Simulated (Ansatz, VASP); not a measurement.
**SiC in VASP and in Ansatz**

POSCAR

```
SiC
1.0
    1.5389000000     -2.6675000000      0.0000000000
    1.5389000000      2.6675000000      0.0000000000
    0.0000000000      0.0000000000     15.1219000000
Si C
6 6
Direct
    0.1666621203      0.8333378797      0.8577216708
    0.8333378797      0.1666621203      0.3577216708
    0.5001149745      0.4998850255      0.5245068537
    0.4998850255      0.5001149745      0.0245068537
    0.8334421551      0.1665578449      0.6912250794
    0.1665578449      0.8334421551      0.1912250794
    0.5001801525      0.4998198475      0.6498133106
    0.4998198475      0.5001801525      0.1498133106
    0.1666200557      0.8333799443      0.9826819003
    0.8333799443      0.1666200557      0.4826819003
    0.8333970490      0.1666029510      0.8161911851
    0.1666029510      0.8333970490      0.3161911851
```

The input INCAR.step1:

```
PREC     = Accurate       # precision mode
ENCUT    = 520            # plane-wave cutoff, eV
ISMEAR   = -1             # smearing method
SIGMA    = 0.02           # smearing width, eV
LREAL    = False          # projectors in reciprocal space
LASPH    = True           # aspherical terms in the spheres
NELM     = 100            # most SCF steps
NBANDS   = 36             # bands
GGA      = PE             # functional
ALGO     = Normal         # electronic algorithm
EDIFF    = 1E-4           # SCF threshold, eV
LWAVE    = True           # write WAVECAR
LCHARG   = False          # write CHGCAR
KPAR     = 4
```

File INCAR.step2:

```
PREC     = Accurate       # precision mode
ENCUT    = 520            # plane-wave cutoff, eV
EDIFF    = 1E-8           # SCF threshold, eV
ISMEAR   = -1             # smearing method
SIGMA    = 0.02           # smearing width, eV
LREAL    = False          # projectors in reciprocal space
LASPH    = True           # aspherical terms in the spheres
NELM     = 100            # most SCF steps
ALGO     = Normal         # electronic algorithm
ISIF     = 2              # what is computed and relaxed
LWAVE    = False          # write WAVECAR
LCHARG   = False          # write CHGCAR
METAGGA  = R2SCAN         # meta-GGA
LMIXTAU  = True         
LEFG     = True         
NBANDS   = 36             # bands
ISTART   = 1            
KPAR     = 4
```

The input KPOINTS:

```
regular mesh
0
Gamma
  16 16 3
```

Input for Ansatz:

```yaml
crystal:
  lattice:
    - [1.5389, -2.6675, 0.0]
    - [1.5389, 2.6675, 0.0]
    - [0.0, 0.0, 15.1219]
  atoms:
    - { symbol: Si, position: [0.1666621203, 0.8333378797, 0.8577216708] }
    - { symbol: Si, position: [0.8333378797, 0.1666621203, 0.3577216708] }
    - { symbol: Si, position: [0.5001149745, 0.4998850255, 0.5245068537] }
    - { symbol: Si, position: [0.4998850255, 0.5001149745, 0.0245068537] }
    - { symbol: Si, position: [0.8334421551, 0.1665578449, 0.6912250794] }
    - { symbol: Si, position: [0.1665578449, 0.8334421551, 0.1912250794] }
    - { symbol: C, position: [0.5001801525, 0.4998198475, 0.6498133106] }
    - { symbol: C, position: [0.4998198475, 0.5001801525, 0.1498133106] }
    - { symbol: C, position: [0.1666200557, 0.8333799443, 0.9826819003] }
    - { symbol: C, position: [0.8333799443, 0.1666200557, 0.4826819003] }
    - { symbol: C, position: [0.833397049, 0.166602951, 0.8161911851] }
    - { symbol: C, position: [0.166602951, 0.833397049, 0.3161911851] }
kpoints:
  mp_grid: { grid: [16, 16, 3] }
scf:
  occupations: { method: fermi_dirac, width: 0.02 }
hamiltonian:
  xc: r2scan
  pseudopotentials: { kind: paw }
output:
  forces: true
  stress: true
  populations: true
  efg: { contact_densities: true }
```

Alike in both runs: task electric field gradients; functional r2SCAN; k mesh 16 × 16 × 3; occupations fermi-dirac, width 0.02 eV; no spin polarisation.

|  | VASP | Ansatz |
| --- | --- | --- |
| version | VASP 6.6.1 | Ansatz 0.2.0 |
| potentials or method | VASP PAW PBE potentials, release 64 (Si, C) | plane-wave PAW, scalar-relativistic |
| plane-wave cutoff (eV) | 520 | 500 |
| valence electrons in the cell | 48 | 48 |

```tsv
	VASP	Ansatz	Ansatz less VASP
gap on the k mesh at the Fermi level (eV)	2.39	2.38	-0.011
pressure (GPa)	-0.5	-0.3	+0.18
traceless stress, the component that is largest in VASP (GPa)	0.30	0.30	+0.001
size of Vzz on the site where it differs most (V/Å²)	0.4	0.5	+0.16
```

VASP's potentials were made for PBE, not for r2SCAN. The functional is the same, so the differences come from potentials, cutoffs and numerics.
